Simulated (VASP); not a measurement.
# TiO2 (Anatase) (I4_1/amd) in VASP: a series of runs

TiO2 (Anatase) is run at these levels: r2SCAN; tasks: single point.

Program: VASP 6.6.1. These are calculated values, not measurements. Logs are shortened: lines on timing, memory, paths and dates and some standing lists are left out, and cuts for length are marked.

## (1) The cell of the first run

Symmetry: I4_1/amd, No. 141, tetragonal system. Conventional cell: a = 3.745 Å, b = 3.745 Å, c = 9.168 Å, α = 90.00°, β = 90.00°, γ = 90.00°. Within 2.5 Å of Ti (site symmetry -4m2) lie 6 O at 1.90 to 1.95 Å. Within 2.5 Å of O (site symmetry 2mm) lie 3 Ti at 1.90 to 1.95 Å and 2 O at 2.47 Å.

## (2) Single point, r2SCAN (volume scaled by 0.94, then relaxed in part)

Contents of POSCAR:

```
TiO2
1.0
   -1.8724645995      1.8724645995      4.5839543897
    1.8724645995     -1.8724645995      4.5839543897
    1.8724645995      1.8724645995     -4.5839543897
Ti O
2 4
Direct
    0.0000000000      0.0000000000      0.0000000000
    0.7500000000      0.2500000000      0.5000000000
    0.2129952757      0.2129952757      0.0000000000
    0.9629952757      0.4629952757      0.5000000000
    0.5370047243      0.0370047243      0.5000000000
    0.7870047243      0.7870047243      0.0000000000
```

Contents of INCAR.step1:

```
PREC = Accurate
ENCUT = 520
ISMEAR = 0
SIGMA = 0.02
LREAL = False
LASPH = True
NELM = 80
NBANDS = 33
GGA = PE
ALGO = Normal
EDIFF = 1E-4
LWAVE = True
LCHARG = False
```

Contents of INCAR.step2:

```
PREC = Accurate
ENCUT = 520
EDIFF = 1E-6
ISMEAR = 0
SIGMA = 0.02
LREAL = False
LASPH = True
NELM = 80
ALGO = Normal
ISIF = 2
LWAVE = False
LCHARG = True
METAGGA = R2SCAN
LMIXTAU = True
LELF = True
LVHAR = True
NBANDS = 33
ISTART = 1
```

Contents of KPOINTS:

```
Automatic mesh
0
Gamma
  8 8 8
```

Potentials or basis: VASP PAW PBE potentials, release 64 (Ti_sv, O).

On the command line:

```console
> cat potpaw_PBE.64/Ti_sv/POTCAR potpaw_PBE.64/O/POTCAR > POTCAR
> cp INCAR.step1 INCAR
> mpirun -np 1 vasp_std > vasp.out
> cp INCAR.step2 INCAR
> mpirun -np 1 vasp_std > vasp.out
```

OUTCAR:

```text
PREC = Accurate
   ENCUT = 520
   EDIFF = 1E-6
   ISMEAR = 0
   LREAL = False
   LASPH = True
   NELM = 80
   ISIF = 2
   METAGGA = R2SCAN
   ISTART = 1

 ion  position               nearest neighbor table
   1  0.000  0.000  0.000-   5 1.90   4 1.90   5 1.90   4 1.90   3 1.95   6 1.95
   2  0.750  0.250  0.500-   6 1.90   3 1.90   6 1.90   3 1.90   4 1.95   5 1.95
   3  0.213  0.213  0.000-   2 1.90   2 1.90   1 1.95
   4  0.963  0.463  0.500-   1 1.90   1 1.90   2 1.95
   5  0.537  0.037  0.500-   1 1.90   1 1.90   2 1.95
   6  0.787  0.787  0.000-   2 1.90   2 1.90   1 1.95

  LATTYP: Found a body centered tetragonal cell.
 ALAT       =     3.7449291990
 C/A-ratio  =     2.4480860097

  Lattice vectors:

 A1 = (  -1.8724645995,   1.8724645995,   4.5839543897)
 A2 = (   1.8724645995,  -1.8724645995,   4.5839543897)
 A3 = (   1.8724645995,   1.8724645995,  -4.5839543897)

Analysis of symmetry for initial positions (statically):
=====================================================================
 Subroutine PRICEL returns:
 Original cell was already a primitive cell.

 Routine SETGRP: Setting up the symmetry group for a
 body centered tetragonal supercell.

 Subroutine GETGRP returns: Found 16 space group operations
 (whereof  8 operations were pure point group operations)
 out of a pool of 16 trial point group operations.

The static configuration has the point symmetry D_2d.
 The point group associated with its full space group is D_4h.

Analysis of symmetry for dynamics (positions and initial velocities):
=====================================================================
 Subroutine PRICEL returns:
 Original cell was already a primitive cell.

 Routine SETGRP: Setting up the symmetry group for a
 body centered tetragonal supercell.

 Subroutine GETGRP returns: Found 16 space group operations
 (whereof  8 operations were pure point group operations)
 out of a pool of 16 trial point group operations.

The dynamic configuration has the point symmetry D_2d.
 The point group associated with its full space group is D_4h.

 Subroutine INISYM returns: Found 16 space group operations
 (whereof  8 operations are pure point group operations),
 and found     1 'primitive' translations

----------------------------------------------------------------------------------------

                                     Primitive cell

  volume of cell :      64.2876
[... 93 lines left out ...]
   LSORBIT =      F    spin-orbit coupling
   LASPH  =      T    aspherical Exc in radial PAW
   ENCUT  =  520.0 eV  38.22 Ry    6.18 a.u.   9.84  9.84  9.84*2*pi/ulx,y,z
   NELM   =     80;   NELMIN=  2; NELMDL=  0     # of ELM steps
   EDIFF  = 0.1E-05   stopping-criterion for ELM
   LREAL  =      F    real-space projection
   EDIFFG = 0.1E-04   stopping-criterion for IOM
   NSW    =      0    number of steps for IOM
   IBRION =     -1    ionic relax: 0-MD 1-quasi-New 2-CG
   NFREE  =      0    steps in history (QN), initial steepest desc. (CG)
   ISIF   =      2    stress and relaxation
   ISYM   =      2    0-nonsym 1-usesym 2-fastsym
   POTIM  = 0.5000    time-step for ionic-motion
   TEBEG  =    0.0;   TEEND  =   0.0 temperature during run
   PSTRESS=    0.0 pullay stress
   NELECT =      48.0000    total number of electrons
   NUPDOWN=      -1.0000    fix difference up-down
   EMIN   =  10.00;   EMAX   =-10.00  energy-range for DOS
   EFERMI =   0.00;   METHOD = LEGACY
   ISMEAR =     0;   SIGMA  =   0.02  broadening in eV -4-tet -1-fermi 0-gaus
   EFERMI_NEDOS =   21; number of points for ismear=-14 and -15
   IALGO  =     38    algorithm
   IMIX   =      4    mixing-type and parameters
     AMIX     =   0.40;   BMIX     =  1.00
     AMIX_MAG =   1.60;   BMIX_MAG =  1.00
  volume/ion in A,a.u.               =      10.71        72.31
  Fermi-wavevector in a.u.,A,eV,Ry     =   1.485181  2.806585 30.011225  2.205763
  Thomas-Fermi vector in A             =   2.598625
   LORBIT       =      0    0 simple, 1 ext, 2 COOP (PROOUT), +10 PAW based schemes
   METAGGA = R2SCAN    functional components
   LHFCALC =     F    Hartree Fock is set to
   AEXX    =    0.0000 exact exchange contribution
   IVDW    =     0    specifies the selected vdW correction
   LEPSILON=     F    determine dielectric tensor
   LRPA    =     F    only Hartree local field effects (RPA)
 non-spin polarized calculation
 Gauss-broadening in eV      SIGMA  =   0.02
  energy-cutoff  :      520.00
  volume of cell :       64.29
 maximum number of plane-waves:      1750
   NGX = 19   NGY = 19   NGZ = 19

 number of electron      47.9999996 magnetization

 Free energy of the ion-electron system (eV)
  ---------------------------------------------------
  ext. energy  EPLUGINS =         0.00000000
  ---------------------------------------------------
  free energy    TOTEN  =       -69.66945829 eV

  energy without entropy =      -69.66945829  energy(sigma->0) =      -69.66945829

 E-fermi :   3.8623     XC(G=0): -11.8148

 val. band max:        3.6528860332   @ k =   0.5000   0.5000  -0.0000
 cond. band min:       6.1476381157   @ k =   0.0000   0.0000   0.0000
 fundamental gap:      2.4947520825
 Fermi energy:         3.8623444065

 k-point     1 :       0.0000    0.0000    0.0000
  band No.  band energies     occupation
      1     -54.8128      2.00000
      2     -54.7274      2.00000
      3     -30.3189      2.00000
      4     -30.0224      2.00000
      5     -30.0223      2.00000
      6     -29.9256      2.00000
[... 853 lines left out ...]
     32      11.1200      0.00000
     33      11.7948      0.00000

 [... further k-points ...]
[... 5 lines left out ...]
  --------------------------------------------------------------------------------------
  -------------------------------------------------------------------------------------
  Total        5.6659435      5.6659435      5.5532517      0.0000000      0.0000000      0.0000000
  in kB      141.2067027    141.2067027    138.3981961      0.0000000      0.0000000      0.0000000
  external PRESSURE =     140.2705338 kB  Pullay stress =       0.0000000 kB

 VOLUME and BASIS-vectors are now :
 -----------------------------------------------------------------------------
  energy-cutoff  :      520.00
  volume of cell :       64.29
      direct lattice vectors                 reciprocal lattice vectors
    -1.872464599  1.872464599  4.583954390     0.000000000  0.267027745  0.109076129
     1.872464599 -1.872464599  4.583954390     0.267027745  0.000000000  0.109076129
     1.872464599  1.872464599 -4.583954390     0.267027745  0.267027745  0.000000000

 POSITION                                       TOTAL-FORCE (eV/Angst)
 -----------------------------------------------------------------------------------
      0.00000      0.00000      0.00000        -0.000000     -0.000000     -0.000000
     -0.00000      1.87246      2.29198        -0.000000     -0.000000     -0.000000
      0.00000      0.00000      1.95272         0.000000      0.000000      0.040507
      0.00000      1.87246      4.24470        -0.000000     -0.000000      0.040507
      0.00000      1.87246      0.33926         0.000000      0.000000     -0.040507
      0.00000      0.00000      7.21519        -0.000000     -0.000000     -0.040507
 -----------------------------------------------------------------------------------
    total drift:                                0.000000     -0.000000      0.000000

  FREE ENERGIE OF THE ION-ELECTRON SYSTEM (eV)
  ---------------------------------------------------
  free  energy   TOTEN  =       -69.6694582945 eV

  energy  without entropy=      -69.6694582945  energy(sigma->0) =      -69.66945829
```

It took 7.9 min on 1 thread of Intel Xeon 6975P-C (Granite Rapids), shared host; peak memory 0.31 GiB.

Results:

| Property | Result |
| --- | --- |
| Free energy | -69.6695 eV |
| Pressure | 14.0 GPa |
| Largest force | 0.041 eV/Å |
| Band gap on the k mesh | 2.49 eV, indirect (least direct gap 2.96 eV) |

Forces in eV/Å, atoms in the order of the input:
```
Ti   0.000  0.000  0.000
Ti   0.000  0.000  0.000
O    0.000  0.000  0.041
O    0.000  0.000  0.041
O    0.000  0.000 -0.041
O    0.000  0.000 -0.041
```

Caveat: the PAW data sets were made with another functional, which shifts forces and pressure a little.

## (3) Single point, r2SCAN (volume scaled by 0.97, then relaxed in part)

Contents of POSCAR:

```
TiO2
1.0
   -1.8800984026      1.8800984026      4.6919161165
    1.8800984026     -1.8800984026      4.6919161165
    1.8800984026      1.8800984026     -4.6919161165
Ti O
2 4
Direct
    0.0000000000      0.0000000000      0.0000000000
    0.7500000000      0.2500000000      0.5000000000
    0.2098898596      0.2098898596      0.0000000000
    0.9598898596      0.4598898596      0.5000000000
    0.5401101404      0.0401101404      0.5000000000
    0.7901101404      0.7901101404      0.0000000000
```

Contents of INCAR.step1:

```
  PREC = Accurate
  ENCUT = 520
  ISMEAR = 0
  SIGMA = 0.02
  LREAL = False
  LASPH = True
  NELM = 80
  NBANDS = 33
  GGA = PE
  ALGO = Normal
  EDIFF = 1E-4
  LWAVE = True
  LCHARG = False
```

Contents of INCAR.step2:

```
  PREC = Accurate
  ENCUT = 520
  EDIFF = 1E-7
  ISMEAR = 0
  SIGMA = 0.02
  LREAL = False
  LASPH = True
  NELM = 80
  ALGO = Normal
  ISIF = 2
  LWAVE = False
  LCHARG = False
  METAGGA = R2SCAN
  LMIXTAU = True
  NBANDS = 33
  ISTART = 1
```

KPOINTS is that of step 2.

Potentials or basis: VASP PAW PBE potentials, release 64 (Ti_sv, O).

On the command line:

```console
> cat potpaw_PBE.64/Ti_sv/POTCAR potpaw_PBE.64/O/POTCAR > POTCAR
> cp INCAR.step1 INCAR
> mpirun -np 1 vasp_std > vasp.out
> cp INCAR.step2 INCAR
> mpirun -np 1 vasp_std > vasp.out
```

OUTCAR:

```text
PREC = Accurate
   ENCUT = 520
   EDIFF = 1E-7
   ISMEAR = 0
   LREAL = False
   LASPH = True
   NELM = 80
   ISIF = 2
   METAGGA = R2SCAN
   ISTART = 1

 ion  position               nearest neighbor table
   1  0.000  0.000  0.000-   5 1.92   4 1.92   5 1.92   4 1.92   3 1.97   6 1.97
   2  0.750  0.250  0.500-   6 1.92   3 1.92   6 1.92   3 1.92   4 1.97   5 1.97
   3  0.210  0.210  0.000-   2 1.92   2 1.92   1 1.97
   4  0.960  0.460  0.500-   1 1.92   1 1.92   2 1.97
   5  0.540  0.040  0.500-   1 1.92   1 1.92   2 1.97
   6  0.790  0.790  0.000-   2 1.92   2 1.92   1 1.97

  LATTYP: Found a body centered tetragonal cell.
 ALAT       =     3.7601968052
 C/A-ratio  =     2.4955694394

  Lattice vectors:

 A1 = (  -1.8800984026,   1.8800984026,   4.6919161165)
 A2 = (   1.8800984026,  -1.8800984026,   4.6919161165)
 A3 = (   1.8800984026,   1.8800984026,  -4.6919161165)

Analysis of symmetry for initial positions (statically):
=====================================================================
 Subroutine PRICEL returns:
 Original cell was already a primitive cell.

 Routine SETGRP: Setting up the symmetry group for a
 body centered tetragonal supercell.

 Subroutine GETGRP returns: Found 16 space group operations
 (whereof  8 operations were pure point group operations)
 out of a pool of 16 trial point group operations.

The static configuration has the point symmetry D_2d.
 The point group associated with its full space group is D_4h.

Analysis of symmetry for dynamics (positions and initial velocities):
=====================================================================
 Subroutine PRICEL returns:
 Original cell was already a primitive cell.

 Routine SETGRP: Setting up the symmetry group for a
 body centered tetragonal supercell.

 Subroutine GETGRP returns: Found 16 space group operations
 (whereof  8 operations were pure point group operations)
[... 126 lines left out ...]
   ISMEAR =     0;   SIGMA  =   0.02  broadening in eV -4-tet -1-fermi 0-gaus
   EFERMI_NEDOS =   21; number of points for ismear=-14 and -15
   IALGO  =     38    algorithm
   IMIX   =      4    mixing-type and parameters
     AMIX     =   0.40;   BMIX     =  1.00
     AMIX_MAG =   1.60;   BMIX_MAG =  1.00
  volume/ion in A,a.u.               =      11.06        74.61
  Fermi-wavevector in a.u.,A,eV,Ry     =   1.469709  2.777348 29.389203  2.160045
  Thomas-Fermi vector in A             =   2.585054
   LORBIT       =      0    0 simple, 1 ext, 2 COOP (PROOUT), +10 PAW based schemes
   METAGGA = R2SCAN    functional components
   LHFCALC =     F    Hartree Fock is set to
   AEXX    =    0.0000 exact exchange contribution
   IVDW    =     0    specifies the selected vdW correction
   LEPSILON=     F    determine dielectric tensor
   LRPA    =     F    only Hartree local field effects (RPA)
 non-spin polarized calculation
 Gauss-broadening in eV      SIGMA  =   0.02
  energy-cutoff  :      520.00
  volume of cell :       66.34
 maximum number of plane-waves:      1802
   NGX = 19   NGY = 19   NGZ = 19

 number of electron      47.9999987 magnetization

 Free energy of the ion-electron system (eV)
  ---------------------------------------------------
  ext. energy  EPLUGINS =         0.00000000
  ---------------------------------------------------
  free energy    TOTEN  =       -69.80377017 eV

  energy without entropy =      -69.80377017  energy(sigma->0) =      -69.80377017

 E-fermi :   3.4499     XC(G=0): -11.6249

 val. band max:        3.2977208718   @ k =   0.5000   0.5000   0.0000
 cond. band min:       5.8563993324   @ k =   0.0000   0.0000   0.0000
 fundamental gap:      2.5586784607
 Fermi energy:         3.4498804866

 k-point     1 :       0.0000    0.0000    0.0000
  band No.  band energies     occupation
      1     -55.1979      2.00000
      2     -55.1271      2.00000
      3     -30.6579      2.00000
      4     -30.3864      2.00000
      5     -30.3864      2.00000
      6     -30.3050      2.00000
[... 853 lines left out ...]
     32      10.5778      0.00000
     33      11.2460      0.00000

 [... further k-points ...]
[... 5 lines left out ...]
  --------------------------------------------------------------------------------------
  -------------------------------------------------------------------------------------
  Total        3.0559098      3.0559098      2.9721225      0.0000000      0.0000000      0.0000000
  in kB       73.8039691     73.8039691     71.7804039      0.0000000      0.0000000      0.0000000
  external PRESSURE =      73.1294474 kB  Pullay stress =       0.0000000 kB

 VOLUME and BASIS-vectors are now :
 -----------------------------------------------------------------------------
  energy-cutoff  :      520.00
  volume of cell :       66.34
      direct lattice vectors                 reciprocal lattice vectors
    -1.880098403  1.880098403  4.691916116     0.000000000  0.265943527  0.106566270
     1.880098403 -1.880098403  4.691916116     0.265943527  0.000000000  0.106566270
     1.880098403  1.880098403 -4.691916116     0.265943527  0.265943527  0.000000000

 POSITION                                       TOTAL-FORCE (eV/Angst)
 -----------------------------------------------------------------------------------
      0.00000      0.00000      0.00000         0.000000      0.000000     -0.000000
     -0.00000      1.88010      2.34596         0.000000      0.000000     -0.000000
      0.00000      0.00000      1.96957        -0.000000      0.000000      0.030123
      0.00000      1.88010      4.31553         0.000000     -0.000000      0.030123
      0.00000      1.88010      0.37639         0.000000     -0.000000     -0.030123
      0.00000      0.00000      7.41426        -0.000000      0.000000     -0.030123
 -----------------------------------------------------------------------------------
    total drift:                                0.000000      0.000000     -0.000000

  FREE ENERGIE OF THE ION-ELECTRON SYSTEM (eV)
  ---------------------------------------------------
  free  energy   TOTEN  =       -69.8037701681 eV

  energy  without entropy=      -69.8037701681  energy(sigma->0) =      -69.80377017
```

Wall time 8.3 min (1 thread of Intel Xeon 6975P-C (Granite Rapids), shared host); peak memory 0.31 GiB.

What came out:

| Quantity | Value |
| --- | --- |
| Free energy | -69.8038 eV |
| Pressure | 7.3 GPa |
| Largest force | 0.030 eV/Å |
| Band gap on the k mesh | 2.56 eV, indirect (least direct gap 2.93 eV) |

Forces on the atoms (eV/Å):
```
Ti   0.000  0.000  0.000
Ti   0.000  0.000  0.000
O    0.000  0.000  0.030
O    0.000  0.000  0.030
O    0.000  0.000 -0.030
O    0.000  0.000 -0.030
```

Caveat: the PAW data sets were made with another functional, which shifts forces and pressure a little. A k mesh can miss the band edges.

## (4) Single point, r2SCAN (volume scaled by 1.03, then relaxed in part)

Contents of POSCAR:

```
TiO2
1.0
   -1.8997697291      1.8997697291      4.8794959697
    1.8997697291     -1.8997697291      4.8794959697
    1.8997697291      1.8997697291     -4.8794959697
Ti O
2 4
Direct
    0.0000000000      0.0000000000      0.0000000000
    0.7500000000      0.2500000000      0.5000000000
    0.2051664909      0.2051664909      0.0000000000
    0.9551664909      0.4551664909      0.5000000000
    0.5448335091      0.0448335091      0.5000000000
    0.7948335091      0.7948335091      0.0000000000
```

Contents of INCAR.step1:

```
SYSTEM = TiO2
PREC = Accurate
ENCUT = 520
ISMEAR = 0
SIGMA = 0.02
LREAL = .False.
LASPH = .True.
NELM = 60
NBANDS = 33
GGA = PE
ALGO = Normal
EDIFF = 1E-4
LWAVE = .True.
LCHARG = .False.
```

Contents of INCAR.step2:

```
SYSTEM = TiO2
PREC = Accurate
ENCUT = 520
EDIFF = 1E-7
ISMEAR = 0
SIGMA = 0.02
LREAL = .False.
LASPH = .True.
NELM = 60
ALGO = Normal
ISIF = 2
LWAVE = .False.
LCHARG = .False.
METAGGA = R2SCAN
LMIXTAU = .True.
NBANDS = 33
ISTART = 1
```

Contents of KPOINTS:

```
regular mesh
0
Gamma
  8 8 8
  0 0 0
```

On the command line:

```console
> cat potpaw_PBE.64/Ti_sv/POTCAR potpaw_PBE.64/O/POTCAR > POTCAR
> cp INCAR.step1 INCAR
> mpirun -np 1 vasp_std > vasp.out
> cp INCAR.step2 INCAR
> mpirun -np 1 vasp_std > vasp.out
```

Wall time 12 min (1 thread of Intel Xeon 6975P-C (Granite Rapids), shared host); peak memory 0.33 GiB.

It converged, with:

```
Free energy            : -69.8382 eV
Pressure               : -4.3 GPa
Largest force          : 0.031 eV/Å
Band gap on the k mesh : 2.58 eV, indirect (least direct gap 2.84 eV)
```

Forces on the atoms (eV/Å):
```
Ti   0.000  0.000  0.000
Ti   0.000  0.000  0.000
O    0.000  0.000  0.031
O    0.000  0.000  0.031
O    0.000  0.000 -0.031
O    0.000  0.000 -0.031
```

Stress tensor (GPa, compression positive):
```
-4.23  0.00  0.00
 0.00 -4.23  0.00
 0.00  0.00 -4.38
```

Levels at points of the mesh, in eV from the valence-band top:
| k point | band 20 | band 21 | band 22 | band 23 | band 24 | band 25 | band 26 | band 27 | band 28 | band 29 |
| --- | --- | --- | --- | --- | --- | --- | --- | --- | --- | --- |
| (0.00, 0.00, 0.00) | -0.80 | -0.78 | -0.78 | -0.37 | -0.37 | 2.58 | 3.24 | 4.47 | 4.47 | 4.48 |
| (0.50, 0.00, 0.00) | -1.91 | -1.82 | -0.84 | -0.82 | -0.64 | 3.65 | 3.88 | 3.94 | 3.99 | 4.65 |
| (0.50, 0.50, 0.00) | -2.58 | -1.93 | -1.93 | -0.03 | -0.03 | 3.63 | 3.63 | 4.09 | 4.09 | 5.22 |
| (0.50, 0.50, 0.50) | -1.34 | -1.21 | -1.21 | -0.05 | -0.05 | 2.90 | 2.90 | 4.18 | 4.18 | 4.78 |

Caveat: the PAW data sets were made with another functional, which shifts forces and pressure a little. A k mesh can miss the band edges.

(Continued in part 2 of 2.)
